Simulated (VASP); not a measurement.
Crystal: Au.

```
Au
1.0
     2.63589    0.00000    0.00000
     0.00000    2.63589    0.00000
     0.00000    0.00000    2.63589
Au
1
Direct
  0.00000 0.00000 0.00000
```

```yaml
Program: VASP 6.6.1
Task: relaxation of cell and atoms
Functional: RPBE
Potentials_or_basis: VASP PAW PBE potentials, release 64 (Au)
Cutoff: 600 eV
k_mesh: 12 × 12 × 12
Occupations: fermi-dirac, width 0.1 eV
Spin: no spin polarisation
```

At the start: pressure 22.1 GPa; volume 18.31 Å³/atom.

**Question.** Where does the relaxation end?

**Answer.** Over 19 steps the energy falls by 181.2 meV/atom and the volume is 21.43 Å³/atom (+17.0 %); space group Pm-3m (No. 221, to 0.05 Å).

Step by step:
```tsv
step	energy change (eV)	largest force (eV/Å)	pressure (GPa)	volume (Å³)
1	0.0000	0.0000	22.12	18.31
2	-0.0154	0.0000	-9.56	25.87
3	-0.1811	0.0000	-0.46	21.55
4	-0.1812	0.0000	-0.14	21.46
5	-0.1812	0.0000	0.14	21.40
6	-0.1812	0.0000	0.15	21.40
7	-0.1812	0.0000	0.16	21.40
8	-0.1812	0.0000	0.14	21.40
9	-0.1812	0.0000	0.14	21.40
10	-0.1812	0.0000	0.14	21.40
11	-0.1812	0.0000	0.14	21.40
12	-0.1812	0.0000	0.14	21.40
13	-0.1812	0.0000	0.14	21.40
14	-0.1812	0.0000	0.14	21.40
15	-0.1812	0.0000	0.15	21.40
16	-0.1812	0.0000	0.15	21.40
17	-0.1812	0.0000	0.11	21.41
18	-0.1812	0.0000	0.09	21.41
19	-0.1812	0.0000	0.04	21.43
```

Final structure:
```
Au
1.0
     2.77746    0.00000    0.00000
     0.00000    2.77746    0.00000
     0.00000    0.00000    2.77746
Au
1
Direct
  0.00000 0.00000 0.00000
```

Caveat: the volume moved by over 15 % at a fixed basis, so the end points are rough; the PAW data sets were made with another functional, which shifts forces and pressure a little.
